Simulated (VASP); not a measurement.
Ir:

```
Ir
1.0
     4.83734    0.00000    0.00000
     0.00000    4.83734    0.00000
     0.00000    0.00000    4.83734
Ir
8
Direct
  0.00000 0.00000 0.00000
  0.50000 0.50000 0.50000
  0.25000 0.00000 0.50000
  0.75000 0.00000 0.50000
  0.50000 0.25000 0.00000
  0.50000 0.75000 0.00000
  0.00000 0.50000 0.25000
  0.00000 0.50000 0.75000
```

| Property | Result |
| --- | --- |
| Program | VASP 6.6.1 |
| Task | relaxation of cell and atoms |
| Functional | r2SCAN |
| Potentials or basis | VASP PAW PBE potentials, release 64 (Ir) |
| Cutoff | 600 eV |
| k mesh | 5 × 5 × 5 |
| Occupations | fermi-dirac, width 0.1 eV |
| Spin | no spin polarisation |

At the start: pressure 19.5 GPa; volume 14.15 Å³/atom.

**Question.** Where does the relaxation end?

**Answer.** Over 16 steps the energy falls by 42.9 meV/atom and the volume is 14.89 Å³/atom (+5.2 %); space group Pm-3n (No. 223, to 0.05 Å).

The path:
```tsv
step	energy change (eV)	largest force (eV/Å)	pressure (GPa)	volume (Å³)
1	0.0000	0.0000	19.51	113.19
2	3.2966	0.0000	-38.79	143.84
3	-0.3408	0.0000	-1.50	119.68
4	-0.3433	0.0000	-0.11	119.18
5	-0.3433	0.0000	0.22	119.06
6	-0.3433	0.0000	0.22	119.06
7	-0.3433	0.0000	0.20	119.07
8	-0.3433	0.0000	0.18	119.07
9	-0.3433	0.0000	0.18	119.07
10	-0.3433	0.0000	0.18	119.07
11	-0.3433	0.0000	0.18	119.08
12	-0.3433	0.0000	0.18	119.08
13	-0.3433	0.0000	0.18	119.08
14	-0.3433	0.0000	0.16	119.09
15	-0.3433	0.0000	0.11	119.10
16	-0.3434	0.0000	0.03	119.13
```

Final structure:
```
Ir
1.0
     4.92044    0.00000    0.00000
     0.00000    4.92044    0.00000
     0.00000    0.00000    4.92044
Ir
8
Cartesian
  0.0000 0.0000 0.0000
  2.4602 2.4602 2.4602
  1.2301 4.9204 2.4602
  3.6903 0.0000 2.4602
  2.4602 1.2301 4.9204
  2.4602 3.6903 0.0000
  0.0000 2.4602 1.2301
  4.9204 2.4602 3.6903
```

Caveat: the PAW data sets were made with another functional, which shifts forces and pressure a little.
